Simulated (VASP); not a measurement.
A run of VASP 6.6.1 is set up as follows.

Contents of INCAR:

```
SYSTEM = Cs
PREC = Accurate
ENCUT = 520
EDIFF = 1E-6
ISMEAR = 0
SIGMA = 0.15
LREAL = .FALSE.
LASPH = .TRUE.
NELM = 60
ALGO = Fast
ISIF = 2
LWAVE = .FALSE.
LCHARG = .FALSE.
GGA = PS
NBANDS = 10
```

The input KPOINTS:

```
Automatic mesh
0
G
  12 12 12
  0 0 0
```

The input POSCAR:

```
Cs
1.0
   -3.1736250000      3.1736250000      2.9469375000
    3.1736250000     -3.1736250000      2.9469375000
    3.1736250000      3.1736250000     -2.9469375000
Cs
1
Direct
    0.0000000000      0.0000000000      0.0000000000
```

Potentials or basis: VASP PAW PBE potentials, release 64 (Cs_sv).

The run is started by

```sh
$ cat potpaw_PBE.64/Cs_sv/POTCAR > POTCAR
$ mpirun -np 1 vasp_std > vasp.out
```

What does it give for the band gap on the k mesh?

Zero (an odd number of electrons rules out a gap without spin polarisation).

Predict the pressure.

-0.2 GPa.

Caveat: the cell differs from its parent crystal (strain +0.050 along x and y, -0.025 along z); the PAW data sets were made with another functional, which shifts forces and pressure a little; spin-orbit coupling is left out, which moves the levels of the heavy elements.
